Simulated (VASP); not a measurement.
# PbS (P-6m2) in VASP: further runs, part 2 of 2

VASP 6.6.1.

### Step 4. Single point, r2SCAN

This run uses another cell than the first one, of 26.85 Å³/atom, 1.042 times its volume.

POSCAR reads:

```
PbS
1.0
    4.0481878949      0.0000000000      0.0000000000
   -2.0240939474      3.5058335563      0.0000000000
    0.0000000000      0.0000000000      3.7841695152
Pb S
1 1
Direct
    0.0000000000      0.0000000000      0.0000000000
    0.6666666667      0.3333333333      0.5000000000
```

INCAR.step1 reads:

```
SYSTEM = PbS
ALGO     = Normal         ! electronic algorithm
EDIFF    = 1E-4           ! SCF threshold, eV
ENCUT    = 520            ! plane-wave cutoff, eV
GGA      = PE             ! functional
ISMEAR   = 0              ! smearing method
LASPH    = .True.         ! aspherical terms in the spheres
LCHARG   = .False.        ! write CHGCAR
LREAL    = .False.        ! projectors in reciprocal space
LWAVE    = .True.         ! write WAVECAR
NBANDS   = 17             ! bands
NELM     = 100            ! most SCF steps
PREC     = Accurate       ! precision mode
SIGMA    = 0.05           ! smearing width, eV
```

INCAR.step2 reads:

```
SYSTEM = PbS
ALGO     = Normal         ! electronic algorithm
EDIFF    = 1E-6           ! SCF threshold, eV
ENCUT    = 520            ! plane-wave cutoff, eV
ISIF     = 2              ! what is computed and relaxed
ISMEAR   = 0              ! smearing method
ISTART   = 1            
LASPH    = .True.         ! aspherical terms in the spheres
LCHARG   = .False.        ! write CHGCAR
LMIXTAU  = .True.       
LREAL    = .False.        ! projectors in reciprocal space
LWAVE    = .False.        ! write WAVECAR
METAGGA  = R2SCAN         ! meta-GGA
NBANDS   = 17             ! bands
NELM     = 100            ! most SCF steps
PREC     = Accurate       ! precision mode
SIGMA    = 0.05           ! smearing width, eV
```

KPOINTS reads:

```
k-points
0
Gamma
  10 10 10
  0 0 0
```

Potentials or basis: VASP PAW PBE potentials, release 64 (Pb_d, S).

Run with:

```sh
> cat potpaw_PBE.64/Pb_d/POTCAR potpaw_PBE.64/S/POTCAR > POTCAR
> cp INCAR.step1 INCAR
> mpirun -np 1 vasp_std > vasp.out
> cp INCAR.step2 INCAR
> mpirun -np 1 vasp_std > vasp.out
```

OUTCAR:

```text
SYSTEM = PbS
   EDIFF = 1E-6
   ENCUT = 520
   ISIF = 2
   ISMEAR = 0
   ISTART = 1
   LASPH = .True.
   LREAL = .False.
   METAGGA = R2SCAN
   NELM = 100
   PREC = Accurate

 ion  position               nearest neighbor table
   1  0.000  0.000  0.000-   2 3.01   2 3.01   2 3.01   2 3.01   2 3.01   2 3.01
   2  0.667  0.333  0.500-   1 3.01   1 3.01   1 3.01   1 3.01   1 3.01   1 3.01

  LATTYP: Found a hexagonal cell.
 ALAT       =     4.0481878949
 C/A-ratio  =     0.9347810955

  Lattice vectors:

 A1 = (   4.0481878949,   0.0000000000,   0.0000000000)
 A2 = (  -2.0240939474,   3.5058335563,   0.0000000000)
 A3 = (   0.0000000000,   0.0000000000,   3.7841695152)

Analysis of symmetry for initial positions (statically):
=====================================================================
 Subroutine PRICEL returns:
 Original cell was already a primitive cell.

 Routine SETGRP: Setting up the symmetry group for a
 hexagonal supercell.

 Subroutine GETGRP returns: Found 12 space group operations
 (whereof 12 operations were pure point group operations)
 out of a pool of 24 trial point group operations.

The static configuration has the point symmetry D_3h.

Analysis of symmetry for dynamics (positions and initial velocities):
[... 154 lines left out ...]
  ---------------------------------------------------
  free energy    TOTEN  =       -65.34317997 eV

  energy without entropy =      -65.34307379  energy(sigma->0) =      -65.34312688

 E-fermi :   5.2825     XC(G=0): -10.0943

 val. band max:        5.1172252834   @ k =   0.3000   0.3000   0.5000
 cond. band min:       5.3167200691   @ k =   0.3000   0.3000   0.0000
 fundamental gap:      0.1994947857
 Fermi energy:         5.2824930390

 k-point     1 :       0.0000    0.0000    0.0000
  band No.  band energies     occupation
      1     -12.2497      2.00000
      2     -12.2320      2.00000
      3     -12.2320      2.00000
      4     -12.1224      2.00000
      5     -12.1224      2.00000
      6      -8.5991      2.00000
[... 457 lines left out ...]
      4     -12.1651      2.00000
      5     -12.1377      2.00000
      6      -7.3874      2.00000
[... 9 lines left out ...]
     16      16.4353      0.00000
     17      17.4124      0.00000

 [... further k-points ...]
[... 5 lines left out ...]
  --------------------------------------------------------------------------------------
  -------------------------------------------------------------------------------------
  Total       -0.0105499     -0.0105499     -0.0385729     -0.0000000      0.0000000      0.0000000
  in kB       -0.3147273     -0.3147273     -1.1507225     -0.0000000      0.0000000      0.0000000
  external PRESSURE =      -0.5933924 kB  Pullay stress =       0.0000000 kB

 VOLUME and BASIS-vectors are now :
 -----------------------------------------------------------------------------
  energy-cutoff  :      520.00
  volume of cell :       53.71
      direct lattice vectors                 reciprocal lattice vectors
     4.048187895  0.000000000  0.000000000     0.247024107  0.142619435  0.000000000
    -2.024093947  3.505833556  0.000000000     0.000000000  0.285238869  0.000000000
     0.000000000  0.000000000  3.784169515     0.000000000  0.000000000  0.264258775

 POSITION                                       TOTAL-FORCE (eV/Angst)
 -----------------------------------------------------------------------------------
      0.00000      0.00000      0.00000        -0.000000      0.000000      0.000000
      2.02409      1.16861      1.89208         0.000000     -0.000000      0.000000
 -----------------------------------------------------------------------------------
    total drift:                               -0.000000      0.000000      0.000000

  FREE ENERGIE OF THE ION-ELECTRON SYSTEM (eV)
  ---------------------------------------------------
  free  energy   TOTEN  =       -65.3431799693 eV

  energy  without entropy=      -65.3430737924  energy(sigma->0) =      -65.34312688
```

It took 2.6 min on 1 thread of AMD EPYC 9R45 (Zen 5), shared host; peak memory 0.19 GiB.

Results:

- Free energy: -65.3432 eV
- Pressure: -0.1 GPa
- Band gap on the k mesh: zero (band 10 reaches 5.39 eV, above the bottom of band 11 at 5.12 eV)

Caveat: the PAW data sets were made with another functional, which shifts forces and pressure a little; spin-orbit coupling is left out, which moves the levels of the heavy elements.

### Step 5. The runs side by side

| cell | gap on the mesh (eV) | pressure (GPa) |
| --- | --- | --- |
| a = 3.979, b = 3.979, c = 3.761 Å, angles 90.0, 90.0, 120.0°, 2 atoms | none | 2.3 |
| a = 4.014, b = 4.014, c = 3.773 Å, angles 90.0, 90.0, 120.0°, 2 atoms | none | 1.1 |
| a = 4.048, b = 4.048, c = 3.784 Å, angles 90.0, 90.0, 120.0°, 2 atoms | none | -0.1 |

Alike in all rows: task single point; level r2SCAN; potentials or basis VASP PAW PBE potentials, release 64 (Pb_d, S); no spin polarisation; k mesh 10 × 10 × 10; cutoff (eV) 520; smearing gaussian 0.05 eV.

Caveats: the PAW data sets were made with another functional, which shifts forces and pressure a little; spin-orbit coupling is left out, which moves the levels of the heavy elements.

Absolute energies hang on the potentials; compare differences alone.
